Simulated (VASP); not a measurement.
# Cu (Fmmm) in VASP: further runs, part 2 of 2

VASP 6.6.1. The steps go on from the part before.

### 3 Single point, r2SCAN (strain +0.0562 x Voigt [1, -1, 0, 0, 0, 0])

POSCAR reads:

```
Cu
1.0
    0.0000000000      1.7059185000      1.8075000000
    1.9090815000      0.0000000000      1.8075000000
    1.9090815000      1.7059185000      0.0000000000
Cu
1
Direct
    0.0000000000      0.0000000000      0.0000000000
```

INCAR.step1 reads:

```
  ALGO = Normal
  EDIFF = 1E-4
  ENCUT = 520
  GGA = PE
  ISMEAR = 0
  LASPH = True
  LCHARG = False
  LREAL = False
  LWAVE = True
  NBANDS = 12
  NELM = 100
  PREC = Accurate
  SIGMA = 0.15
```

INCAR.step2 reads:

```
  ALGO = Normal
  EDIFF = 1E-7
  ENCUT = 520
  ISIF = 2
  ISMEAR = 0
  ISTART = 1
  LASPH = True
  LCHARG = False
  LMIXTAU = True
  LREAL = False
  LWAVE = False
  METAGGA = R2SCAN
  NBANDS = 12
  NELM = 100
  PREC = Accurate
  SIGMA = 0.15
```

KPOINTS reads:

```
k-points
0
Gamma
  22 22 22
```

Potentials or basis: VASP PAW PBE potentials, release 64 (Cu).

Run with:

```bash
$ cat potpaw_PBE.64/Cu/POTCAR > POTCAR
$ cp INCAR.step1 INCAR
$ mpirun -np 1 vasp_std > vasp.out
$ cp INCAR.step2 INCAR
$ mpirun -np 1 vasp_std > vasp.out
```

OUTCAR:

```text
EDIFF = 1E-7
   ENCUT = 520
   ISIF = 2
   ISMEAR = 0
   ISTART = 1
   LASPH = True
   LREAL = False
   METAGGA = R2SCAN
   NELM = 100
   PREC = Accurate

 ion  position               nearest neighbor table
   1  0.000  0.000  0.000-

  LATTYP: Found a face centered orthorhombic cell.
 ALAT       =     3.4118370000
 B/A-ratio  =     1.0595465141
 C/A-ratio  =     1.1190930282

  Lattice vectors:

 A1 = (  -1.9090815000,   0.0000000000,  -1.8075000000)
 A2 = (  -1.9090815000,   1.7059185000,   0.0000000000)
 A3 = (   0.0000000000,   1.7059185000,  -1.8075000000)

Analysis of symmetry for initial positions (statically):
=====================================================================
 Subroutine PRICEL returns:
 Original cell was already a primitive cell.

 Routine SETGRP: Setting up the symmetry group for a
 face centered orthorhombic supercell.

 Subroutine GETGRP returns: Found  8 space group operations
 (whereof  8 operations were pure point group operations)
 out of a pool of  8 trial point group operations.

The static configuration has the point symmetry D_2h.

Analysis of symmetry for dynamics (positions and initial velocities):
=====================================================================
 Subroutine PRICEL returns:
 Original cell was already a primitive cell.

 Routine SETGRP: Setting up the symmetry group for a
 face centered orthorhombic supercell.

 Subroutine GETGRP returns: Found  8 space group operations
 (whereof  8 operations were pure point group operations)
 out of a pool of  8 trial point group operations.

The dynamic configuration has the point symmetry D_2h.

 Subroutine INISYM returns: Found  8 space group operations
 (whereof  8 operations are pure point group operations),
 and found     1 'primitive' translations

----------------------------------------------------------------------------------------

                                     Primitive cell

  volume of cell :      11.7731

[... 112 lines left out ...]
   LHFCALC =     F    Hartree Fock is set to
   AEXX    =    0.0000 exact exchange contribution
   IVDW    =     0    specifies the selected vdW correction
   LEPSILON=     F    determine dielectric tensor
   LRPA    =     F    only Hartree local field effects (RPA)
 non-spin polarized calculation
 Gauss-broadening in eV      SIGMA  =   0.15
  energy-cutoff  :      520.00
  volume of cell :       11.77
 maximum number of plane-waves:       336
   NGX =  9   NGY =  9   NGZ =  9

 number of electron      11.0000007 magnetization

 Free energy of the ion-electron system (eV)
  ---------------------------------------------------
  ext. energy  EPLUGINS =         0.00000000
  ---------------------------------------------------
  free energy    TOTEN  =       -10.81275613 eV

  energy without entropy =      -10.80954409  energy(sigma->0) =      -10.81115011

 E-fermi :   7.4509     XC(G=0): -13.7651

 val. band max:        7.4491707436   @ k =   0.3182  -0.1818   0.1364
 cond. band min:       7.4577725761   @ k =   0.5000   0.0909   0.1818
 fundamental gap:      0.0086018325
 Fermi energy:         7.4509309964

 k-point     1 :       0.0000    0.0000    0.0000
  band No.  band energies     occupation
      1      -2.2541      2.00000
      2       4.0243      2.00000
      3       4.3302      2.00000
      4       4.5682      2.00000
      5       4.8505      2.00000
      6       5.3148      2.00000
      7      31.0446      0.00000
      8      33.7233      0.00000
      9      33.9498      0.00000
     10      34.3079      0.00000
     11      36.2847      0.00000
     12      36.4505      0.00000
[... 331 lines left out ...]
 k-point    24 :      -0.4545    0.0455    0.0000
  band No.  band energies     occupation
      1       2.2149      2.00000
      2       4.0131      2.00000
      3       4.4866      2.00000
      4       5.3741      2.00000
      5       5.6821      2.00000
      6       6.6183      2.00000
      7      11.7601      0.00000
      8      27.5644      0.00000
      9      28.7871      0.00000
     10      32.1653      0.00000
     11      33.4346      0.00000
     12      35.7644      0.00000

 [... further k-points ...]

------------------------ aborting loop because EDIFF is reached ----------------------------------------

  FORCE on cell =-STRESS in cart. coord.  units (eV):
  Direction    XX          YY          ZZ          XY          YZ          ZX
  --------------------------------------------------------------------------------------
  -------------------------------------------------------------------------------------
  Total       -0.5385342     -0.0668650     -0.1612004      0.0000000      0.0000000      0.0000000
  in kB      -73.2879890     -9.0995203    -21.9374232      0.0000000      0.0000000      0.0000000
  external PRESSURE =     -34.7749775 kB  Pullay stress =       0.0000000 kB

 VOLUME and BASIS-vectors are now :
 -----------------------------------------------------------------------------
  energy-cutoff  :      520.00
  volume of cell :       11.77
      direct lattice vectors                 reciprocal lattice vectors
     0.000000000  1.705918500  1.807500000    -0.261906053  0.293097238  0.276625173
     1.909081500  0.000000000  1.807500000     0.261906053 -0.293097238  0.276625173
     1.909081500  1.705918500  0.000000000     0.261906053  0.293097238 -0.276625173

 POSITION                                       TOTAL-FORCE (eV/Angst)
 -----------------------------------------------------------------------------------
      0.00000      0.00000      0.00000         0.000000     -0.000000      0.000000
 -----------------------------------------------------------------------------------
    total drift:                               -0.000000     -0.000000      0.000000

  FREE ENERGIE OF THE ION-ELECTRON SYSTEM (eV)
  ---------------------------------------------------
  free  energy   TOTEN  =       -10.8127561350 eV

  energy  without entropy=      -10.8095440858  energy(sigma->0) =      -10.81115011
```

OUTCAR.step1:

```text
EDIFF = 1E-4
   ENCUT = 520
   GGA = PE
   ISMEAR = 0
   LASPH = True
   LREAL = False
[... 576 lines left out ...]

 POSITION                                       TOTAL-FORCE (eV/Angst)
 -----------------------------------------------------------------------------------
      0.00000      0.00000      0.00000        -0.000000      0.000000      0.000000
 -----------------------------------------------------------------------------------
    total drift:                               -0.000000     -0.000000      0.000000

  FREE ENERGIE OF THE ION-ELECTRON SYSTEM (eV)
  ---------------------------------------------------
  free  energy   TOTEN  =        -3.7145526592 eV

  energy  without entropy=       -3.7111225933  energy(sigma->0) =       -3.71283763
```

OSZICAR.step1:

```text
N       E                     dE             d eps       ncg     rms          rms(c)
DAV:   1     0.427622553017E+02    0.42762E+02   -0.54032E+03 40840   0.154E+03
DAV:   2    -0.327657334379E+01   -0.46039E+02   -0.42363E+02 37888   0.204E+02
DAV:   3    -0.460899752497E+01   -0.13324E+01   -0.13220E+01 42664   0.400E+01
DAV:   4    -0.461734670219E+01   -0.83492E-02   -0.83480E-02 41464   0.278E+00
DAV:   5    -0.461742584377E+01   -0.79142E-04   -0.79141E-04 43104   0.276E-01    0.766E+00
DAV:   6    -0.408923165149E+01    0.52819E+00   -0.14270E+01 43588   0.718E+01    0.389E+00
DAV:   7    -0.372733643287E+01    0.36190E+00   -0.22579E+00 43508   0.285E+01    0.595E-01
DAV:   8    -0.371598367131E+01    0.11353E-01   -0.44525E-03 41316   0.870E-01    0.285E-01
DAV:   9    -0.371455149733E+01    0.14322E-02   -0.87388E-03 45784   0.162E+00    0.295E-02
DAV:  10    -0.371455265922E+01   -0.11619E-05   -0.31823E-05 21844   0.103E-01
   1 F= -.37145527E+01 E0= -.37128376E+01  d E =-.343007E-02
```

Run time: 8.3 min. Hardware: 1 thread of AMD EPYC 9R45 (Zen 5), shared host; peak memory 0.28 GiB.

Results:

| Property | Result |
| --- | --- |
| Free energy | -10.8128 eV |
| Pressure | -3.5 GPa |
| Band gap on the k mesh | zero (an odd number of electrons rules out a gap without spin polarisation) |

Stress tensor (GPa, compression positive):
```
-7.33  0.00  0.00
 0.00 -0.91  0.00
 0.00  0.00 -2.19
```

Levels at points of the mesh, in eV from the Fermi level:
```tsv
k point	band 3	band 4	band 5	band 6	band 7	band 8
(0.00, 0.00, 0.00)	-3.12	-2.88	-2.60	-2.14	23.59	26.27
(0.50, 0.00, 0.00)	-2.96	-1.85	-1.66	-1.04	4.02	20.22
(0.50, 0.50, 0.00)	-1.83	-1.80	-1.43	1.55	7.41	13.87
(0.50, 0.00, 0.50)	-1.79	-1.69	-1.48	2.96	9.03	12.37
(0.00, 0.50, 0.50)	-1.78	-1.70	-1.55	0.40	6.00	15.23
```

Caveat: the cell differs from its parent crystal (strain +0.0562 x Voigt [1, -1, 0, 0, 0, 0]); the stress differs along the axes, from -7 to -1 GPa; the PAW data sets were made with another functional, which shifts forces and pressure a little.

### 4 Single point, r2SCAN (strain +0.0375 x Voigt [1, -1, 0, 0, 0, 0])

POSCAR reads:

```
Cu
1.0
    0.0000000000      1.7397187500      1.8075000000
    1.8752812500      0.0000000000      1.8075000000
    1.8752812500      1.7397187500      0.0000000000
Cu
1
Direct
    0.0000000000      0.0000000000      0.0000000000
```

INCAR.step1 reads:

```
ALGO = Normal ; EDIFF = 1E-4
ENCUT = 520 ; GGA = PE
ISMEAR = 0 ; LASPH = T
LCHARG = F ; LREAL = F
LWAVE = T ; NBANDS = 12
NELM = 60 ; PREC = Accurate
SIGMA = 0.15
```

INCAR.step2 reads:

```
ALGO = Normal ; EDIFF = 1E-6
ENCUT = 520 ; ISIF = 2
ISMEAR = 0 ; ISTART = 1
LASPH = T ; LCHARG = F
LMIXTAU = T ; LREAL = F
LWAVE = F ; METAGGA = R2SCAN
NBANDS = 12 ; NELM = 60
PREC = Accurate ; SIGMA = 0.15
```

KPOINTS is that of step 3.

Run with:

```bash
$ cat potpaw_PBE.64/Cu/POTCAR > POTCAR
$ cp INCAR.step1 INCAR
$ mpirun -np 1 vasp_std > vasp.out
$ cp INCAR.step2 INCAR
$ mpirun -np 1 vasp_std > vasp.out
```

Run time: 8 min. Hardware: 1 thread of AMD EPYC 9R45 (Zen 5), shared host; peak memory 0.28 GiB.

Results (log left out):

```yaml
Free_energy: -10.8197 eV
Pressure: -3.9 GPa
Band_gap_on_the_k_mesh: zero (an odd number of electrons rules out a gap without spin polarisation)
```

Stress tensor (GPa, compression positive):
```
-6.28  0.00  0.00
 0.00 -2.01  0.00
 0.00  0.00 -3.39
```

Levels at points of the mesh, in eV from the Fermi level:
| k point | band 3 | band 4 | band 5 | band 6 | band 7 | band 8 |
| --- | --- | --- | --- | --- | --- | --- |
| (0.00, 0.00, 0.00) | -3.13 | -2.96 | -2.49 | -2.18 | 23.48 | 26.30 |
| (0.50, 0.00, 0.00) | -3.03 | -1.80 | -1.68 | -1.04 | 4.00 | 20.93 |
| (0.50, 0.50, 0.00) | -1.79 | -1.71 | -1.47 | 1.57 | 7.43 | 13.79 |
| (0.50, 0.00, 0.50) | -1.78 | -1.64 | -1.50 | 2.48 | 8.48 | 12.83 |
| (0.00, 0.50, 0.50) | -1.77 | -1.66 | -1.55 | 0.78 | 6.46 | 14.71 |

Caveat: the cell differs from its parent crystal (strain +0.0375 x Voigt [1, -1, 0, 0, 0, 0]); the cell stands under tension; the PAW data sets were made with another functional, which shifts forces and pressure a little.

### 5 Overview

```tsv
cell	gap on the mesh (eV)	pressure (GPa)
a = 2.654, b = 2.462, c = 2.563 Å, angles 63.7, 56.3, 60.0°, 1 atom	none	-2.9
a = 2.485, b = 2.629, c = 2.560 Å, angles 57.2, 62.8, 60.0°, 1 atom	none	-3.5
a = 2.509, b = 2.605, c = 2.558 Å, angles 58.1, 61.9, 60.0°, 1 atom	none	-3.9
```

Alike in all rows: task single point; level r2SCAN; potentials or basis VASP PAW PBE potentials, release 64 (Cu); no spin polarisation; k mesh 22 × 22 × 22; cutoff (eV) 520; smearing gaussian 0.15 eV.

Caveats: the PAW data sets were made with another functional, which shifts forces and pressure a little; the stress differs along the axes, from -8 to 0 GPa (at least some runs); the stress differs along the axes, from -7 to -1 GPa (at least some runs); the cell stands under tension (at least some runs).

Total energies depend on the potentials used, so only differences within one code and one set of settings carry meaning.
